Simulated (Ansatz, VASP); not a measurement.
Two plane-wave programs on Ir

File INCAR:

```
ALGO = Normal
EDIFF = 1E-6
ENCUT = 500
GGA_COMPAT = F
ISIF = 2
ISMEAR = 0
LASPH = T
LCHARG = F
LREAL = F
LWAVE = F
NBANDS = 24
NELM = 120
PREC = Accurate
SIGMA = 0.15
```

The input KPOINTS:

```
k-points
0
Gamma
  21 21 12
```

File POSCAR:

```
Ir
1.0
    2.7583201541      0.0000000000      0.0000000000
   -1.3791600771      2.3887753253      0.0000000000
    0.0000000000      0.0000000000      4.4722974870
Ir
2
Direct
    0.6666666667      0.3333333333      0.7500000000
    0.3333333333      0.6666666667      0.2500000000
```

Input for Ansatz:

```yaml
crystal:
  lattice:
    - [2.7583201541, 0.0, 0.0]
    - [-1.3791600771, 2.3887753253, 0.0]
    - [0.0, 0.0, 4.472297487]
  atoms:
    - { symbol: Ir, position: [0.6666666667, 0.3333333333, 0.75] }
    - { symbol: Ir, position: [0.3333333333, 0.6666666667, 0.25] }
basis:
  ecutwfc: 420
kpoints:
  mp_grid: { grid: [21, 21, 12] }
hamiltonian:
  xc: lda
  pseudopotentials: { kind: paw, azcp: { folder: soft_1 } }
scf:
  occupations: { method: gaussian, width: 0.15 }
  lower_state_search: "off"
output:
  forces: true
  stress: true
  eigenvalues: true
```

Alike in both runs: task single point; functional LDA; k mesh 21 × 21 × 12; occupations gaussian, width 0.15 eV; no spin polarisation.

|  | VASP | Ansatz |
| --- | --- | --- |
| version | VASP 6.6.1 | Ansatz 0.2.0 |
| potentials or method | VASP PAW LDA potentials, release 64 (Ir_sv_GW), cutoff 500 eV | scalar-relativistic, plane waves, PAW |
| valence electrons in the cell | 34 | 34 |

Ansatz gave:

| Item | Value |
| --- | --- |
| gap on the k mesh at the Fermi level (eV) | none |
| pressure (GPa) | -20.1 |
| traceless stress, the component that is largest in VASP (GPa) | -0.09 |

Question: What did VASP give for the same quantities?

Answer: gap on the k mesh at the Fermi level (eV): none; pressure (GPa): -21.8; traceless stress, the component that is largest in VASP (GPa): -0.10.

Ansatz warns that its potentials were made for another functional, while VASP's fit it. LDA's correlation is that of Perdew and Zunger in VASP and of Perdew and Wang (1992) in Ansatz. A gap of «none» marks a metal or a gap that the smearing closes.

Spin-orbit coupling is off throughout.
